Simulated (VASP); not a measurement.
Here is a VASP 6.6.1 calculation.

File INCAR:

```
SYSTEM = BW16
  PREC = Accurate
  ENCUT = 520
  EDIFF = 1E-7
  ISMEAR = 0
  SIGMA = 0.05
  LREAL = Auto
  LASPH = .TRUE.
  NELM = 100
  ALGO = Normal
  ISIF = 2
  LWAVE = .FALSE.
  LCHARG = .FALSE.
  GGA = PE
  IVDW = 12
  NBANDS = 128
```

File KPOINTS:

```
regular mesh
0
G
  3 4 1
  0 0 0
```

The input POSCAR:

```
BW16
1.0
    6.3200000000      0.0000000000      0.0000000000
    3.1600000000      4.4689150000      0.0000000000
    0.0000000000      0.0000000000     17.7033720000
W B
16 1
Direct
   -0.2499999441      0.4999998881      0.0564864140
    0.2500000559      0.4999998881      0.0564864140
   -0.2500000000      1.0000000000      0.0564864140
    0.2500000000      1.0000000000      0.0564864140
   -0.0006041417      0.0009029037      0.1793037507
    0.5007211256     -0.0009324411      0.1792927359
    0.0004528365      0.4993898967      0.1797535520
    0.4996601201      0.5005664686      0.1797580709
   -0.2498775322      0.4999575960      0.3060372340
    0.2500446809      0.5000052585      0.3031217443
   -0.2499646721      1.0000040278      0.3074357812
    0.2501441453      0.9999465195      0.3079009468
   -0.0089324052      0.0198303168      0.4336509451
    0.5091768896     -0.0200173868      0.4336635981
    0.0180303980      0.5006024952      0.4297340642
    0.4822130542      0.4991985750      0.4297223715
    0.7501071963      0.4999014302      0.4989608194
```

Potentials or basis: VASP PAW PBE potentials, release 64 (W_sv, B).

The run is started by

```console
$ cat potpaw_PBE.64/W_sv/POTCAR potpaw_PBE.64/B/POTCAR > POTCAR
$ mpirun -np 1 vasp_std > vasp.out
```

Question: Predict the dispersion energy per atom.

Answer: -0.489 eV.

Question: Estimate the largest force.

Answer: 0.264 eV/Å.

Question: Estimate the band gap on the k mesh.

Answer: Zero (an odd number of electrons rules out a gap without spin polarisation).

Forces in eV/Å, atoms in the order of the input:
```
W    0.001 -0.001 -0.264
W    0.001  0.000 -0.130
W    0.001  0.000  0.147
W    0.001  0.000  0.121
W    0.001  0.003  0.000
W   -0.002 -0.002  0.003
W    0.000  0.003 -0.003
W    0.000 -0.002 -0.004
W   -0.003  0.000  0.003
W    0.002 -0.002 -0.005
W    0.005 -0.003  0.006
W   -0.006  0.001  0.006
W    0.000 -0.008  0.024
W    0.000  0.009  0.023
W    0.006  0.000  0.022
W   -0.007  0.004  0.024
B    0.000  0.000  0.025
```

Caveat: spin-orbit coupling is left out, which moves the levels of the heavy elements.
